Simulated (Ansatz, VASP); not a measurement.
# AlN in VASP and in Ansatz

The input INCAR:

```
PREC = Accurate
ENCUT = 600
EDIFF = 1E-6
ISMEAR = 0
SIGMA = 0.1
LREAL = False
LASPH = True
NELM = 120
ALGO = Normal
ISIF = 2
LWAVE = False
LCHARG = False
NBANDS = 11
GGA_COMPAT = False
```

Contents of KPOINTS:

```
Automatic mesh
0
Gamma
  8 8 8
```

Contents of POSCAR:

```
AlN
1.0
    0.0000000000      2.0345180000      2.0345180000
    2.0345180000      0.0000000000      2.0345180000
    2.0345180000      2.0345180000      0.0000000000
Al N
1 1
Direct
    0.5000000000      0.5000000000      0.5000000000
    0.0000000000      0.0000000000      0.0000000000
```

Input for Ansatz:

```yaml
crystal:
  lattice:
    - [0.0, 2.034518, 2.034518]
    - [2.034518, 0.0, 2.034518]
    - [2.034518, 2.034518, 0.0]
  atoms:
    - { symbol: Al, position: [0.5, 0.5, 0.5] }
    - { symbol: "N", position: [0.0, 0.0, 0.0] }
basis:
  ecutwfc: 420
kpoints:
  mp_grid: { grid: [8, 8, 8] }
hamiltonian:
  xc: lda
  pseudopotentials: { kind: paw, azcp: { folder: soft_1 } }
scf:
  occupations: { method: gaussian, width: 0.1 }
output:
  forces: true
  stress: true
  eigenvalues: true
```

Alike in both runs: task single point; functional LDA; k mesh 8 × 8 × 8; occupations gaussian, width 0.1 eV; no spin polarisation.

|  | VASP | Ansatz |
| --- | --- | --- |
| version | VASP 6.6.1 | Ansatz 0.2.0 |
| potentials or method | VASP PAW LDA potentials, release 64 (Al, N), cutoff 600 eV | scalar-relativistic, plane waves, PAW |
| valence electrons in the cell | 8 | 8 |

```csv
,VASP,Ansatz,Ansatz less VASP
gap on the k mesh at the Fermi level (eV),4.28,4.29,+0.010
least direct gap on the mesh (eV),5.50,5.48,-0.018
pressure (GPa),-10.6,-11.1,-0.53
```

Ansatz warns that its potentials were made for another functional, while VASP's fit it. LDA's correlation is that of Perdew and Zunger in VASP and of Perdew and Wang (1992) in Ansatz.
